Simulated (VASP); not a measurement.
# WC (Qusongite) (P-6m2) in VASP: a series of runs, part 2 of 3

VASP 6.6.1. The steps go on from the part before.

## 3. Single point, PBE, non-collinear spin, zero start, spin-orbit coupling

Input file INCAR:

```
SYSTEM = WC
ALGO     = Normal         ! electronic algorithm
EDIFF    = 1E-7           ! SCF threshold, eV
ENCUT    = 520            ! plane-wave cutoff, eV
GGA      = PE             ! functional
GGA_COMPAT= .False.      
ISIF     = 2              ! what is computed and relaxed
ISMEAR   = 0              ! smearing method
LASPH    = .True.         ! aspherical terms in the spheres
LCHARG   = .False.        ! write CHGCAR
LMAXMIX  = 4              ! l up to which the mixer works
LORBIT   = 11             ! projections on sites
LORBMOM  = .True.       
LREAL    = .False.        ! projectors in reciprocal space
LSORBIT  = .True.         ! spin-orbit coupling
LWAVE    = .False.        ! write WAVECAR
MAGMOM   = 0 0 0 0 0 0    ! initial moments
NBANDS   = 30             ! bands
NELM     = 150            ! most SCF steps
PREC     = Accurate       ! precision mode
SIGMA    = 0.1            ! smearing width, eV
```

Input file KPOINTS:

```
k-points
0
Gamma
  18 18 14
  0 0 0
```

Input file POSCAR:

```
WC
1.0
    2.9216789202      0.0000000000      0.0000000000
   -1.4608394601      2.5302481666      0.0000000000
    0.0000000000      0.0000000000      2.8470525734
W C
1 1
Direct
    0.0000000000      0.0000000000      0.0000000000
    0.6666666667      0.3333333333      0.5000000000
```

Potentials or basis: VASP PAW PBE potentials, release 64 (W_sv, C).

Launch:

```console
$ cat potpaw_PBE.64/W_sv/POTCAR potpaw_PBE.64/C/POTCAR > POTCAR
$ mpirun -np 1 vasp_ncl > vasp.out
```

OUTCAR:

```text
SYSTEM = WC
   EDIFF = 1E-7
   ENCUT = 520
   GGA = PE
   ISIF = 2
   ISMEAR = 0
   LASPH = .True.
   LORBIT = 11
   LREAL = .False.
   LSORBIT = .True.
   NELM = 150
   PREC = Accurate

 ion  position               nearest neighbor table
   1  0.000  0.000  0.000-   2 2.21   2 2.21   2 2.21   2 2.21   2 2.21   2 2.21
   2  0.667  0.333  0.500-   1 2.21   1 2.21   1 2.21   1 2.21   1 2.21   1 2.21

  LATTYP: Found a hexagonal cell.
 ALAT       =     2.9216789202
 C/A-ratio  =     0.9744577180

  Lattice vectors:

 A1 = (   2.9216789202,   0.0000000000,   0.0000000000)
 A2 = (  -1.4608394601,   2.5302481666,   0.0000000000)
 A3 = (   0.0000000000,   0.0000000000,   2.8470525734)

Analysis of symmetry for initial positions (statically):
=====================================================================
 Subroutine PRICEL returns:
 Original cell was already a primitive cell.

 Routine SETGRP: Setting up the symmetry group for a
 hexagonal supercell.

 Subroutine GETGRP returns: Found 12 space group operations
 (whereof 12 operations were pure point group operations)
 out of a pool of 24 trial point group operations.

The static configuration has the point symmetry D_3h.

Analysis of symmetry for dynamics (positions and initial velocities):
=====================================================================
 Subroutine PRICEL returns:
 Original cell was already a primitive cell.

 Routine SETGRP: Setting up the symmetry group for a
 hexagonal supercell.

 Subroutine GETGRP returns: Found 12 space group operations
 (whereof 12 operations were pure point group operations)
 out of a pool of 24 trial point group operations.

The dynamic configuration has the point symmetry D_3h.

Analysis of structural, dynamic, and magnetic symmetry:
=====================================================================
 Subroutine PRICEL returns:
 Original cell was already a primitive cell.

 Routine SETGRP: Setting up the symmetry group for a
 hexagonal supercell.

[... 1004 lines left out ...]
  1         0.000  -0.000  -0.000
  2         0.000   0.000   0.000
 ----------------------------------------
            0.000  -0.000  -0.000

 orbital moment (z)

 # of ion     p       d       tot
 ----------------------------------------
  1         0.000   0.000   0.000
  2        -0.000   0.000  -0.000
 ----------------------------------------
           -0.000   0.000  -0.000

 Spin-Orbit-Coupling matrix elements

 Ion:    1  E_soc:     -1.4889653
 l=   1
     0.0000000    -0.2179323    -0.2219363
    -0.2179323     0.0000000    -0.2179323
    -0.2219363    -0.2179323     0.0000000
 l=   2
     0.0000000    -0.0055223     0.0000000    -0.0055223    -0.0272389
    -0.0055223     0.0000000    -0.0162279    -0.0048980    -0.0055223
     0.0000000    -0.0162279     0.0000000    -0.0162279     0.0000000
    -0.0055223    -0.0048980    -0.0162279     0.0000000    -0.0055223
    -0.0272389    -0.0055223     0.0000000    -0.0055223     0.0000000
 l=   3
     0.0000000     0.0000000     0.0000000     0.0000000     0.0000000     0.0000000     0.0000000
     0.0000000     0.0000000     0.0000000     0.0000000     0.0000000     0.0000000     0.0000000
     0.0000000     0.0000000     0.0000000     0.0000000     0.0000000     0.0000000     0.0000000
     0.0000000     0.0000000     0.0000000     0.0000000     0.0000000     0.0000000     0.0000000
     0.0000000     0.0000000     0.0000000     0.0000000     0.0000000     0.0000000     0.0000000
     0.0000000     0.0000000     0.0000000     0.0000000     0.0000000     0.0000000     0.0000000
     0.0000000     0.0000000     0.0000000     0.0000000     0.0000000     0.0000000     0.0000000

 Ion:    2  E_soc:     -0.0002829
 l=   1
     0.0000000    -0.0000488    -0.0000439
    -0.0000488     0.0000000    -0.0000488
    -0.0000439    -0.0000488     0.0000000
 l=   2
     0.0000000     0.0000000     0.0000000     0.0000000     0.0000000
     0.0000000     0.0000000     0.0000000     0.0000000     0.0000000
     0.0000000     0.0000000     0.0000000     0.0000000     0.0000000
     0.0000000     0.0000000     0.0000000     0.0000000     0.0000000
     0.0000000     0.0000000     0.0000000     0.0000000     0.0000000
 l=   3
     0.0000000     0.0000000     0.0000000     0.0000000     0.0000000     0.0000000     0.0000000
     0.0000000     0.0000000     0.0000000     0.0000000     0.0000000     0.0000000     0.0000000
     0.0000000     0.0000000     0.0000000     0.0000000     0.0000000     0.0000000     0.0000000
     0.0000000     0.0000000     0.0000000     0.0000000     0.0000000     0.0000000     0.0000000
     0.0000000     0.0000000     0.0000000     0.0000000     0.0000000     0.0000000     0.0000000
     0.0000000     0.0000000     0.0000000     0.0000000     0.0000000     0.0000000     0.0000000
     0.0000000     0.0000000     0.0000000     0.0000000     0.0000000     0.0000000     0.0000000

 total charge

# of ion       s       p       d       tot
------------------------------------------
    1        2.345   6.418   3.390  12.153
    2        0.853   1.562   0.000   2.415
--------------------------------------------------
tot          3.198   7.980   3.390  14.568

 magnetization (x)

# of ion       s       p       d       tot
------------------------------------------
    1        0.000   0.000   0.000   0.000
    2        0.000   0.000   0.000   0.000
--------------------------------------------------
tot          0.000   0.000   0.000   0.000

 magnetization (y)

# of ion       s       p       d       tot
------------------------------------------
    1       -0.000  -0.000   0.000   0.000
    2        0.000  -0.000   0.000  -0.000
--------------------------------------------------
tot         -0.000  -0.000   0.000   0.000

 magnetization (z)

# of ion       s       p       d       tot
------------------------------------------
    1        0.000  -0.000   0.000   0.000
    2        0.000  -0.000   0.000  -0.000
--------------------------------------------------
tot          0.000  -0.000   0.000   0.000
```

stdout:

```text
POSCAR found type information on POSCAR W C
 POSCAR found :  2 types and       2 ions
 scaLAPACK will be used
 LDA part: xc-table for (Slater+PW92), standard interpolation
 POSCAR, INCAR and KPOINTS ok, starting setup
 FFT: planning ... GRIDC
 FFT: planning ... GRID_SOFT
 FFT: planning ... GRID
 WAVECAR not read
 entering main loop
```

Run time: 7.5 min. Hardware: 1 thread of Intel Xeon Platinum 8488C (Sapphire Rapids), shared host; peak memory 0.55 GiB.

What came out:

```yaml
Free_energy: -23.2030 eV
Pressure: 1.8 GPa
Net_moment: 0.00 μB per cell
Valence_electrons_inside_the_program's_atomic_spheres: W 12.15; C 2.42
```

Moments on the atoms (μB; x, y, z):
```
W   0.00 0.00 0.00
C   0.00 0.00 0.00
```

[end of part 2 of 3]
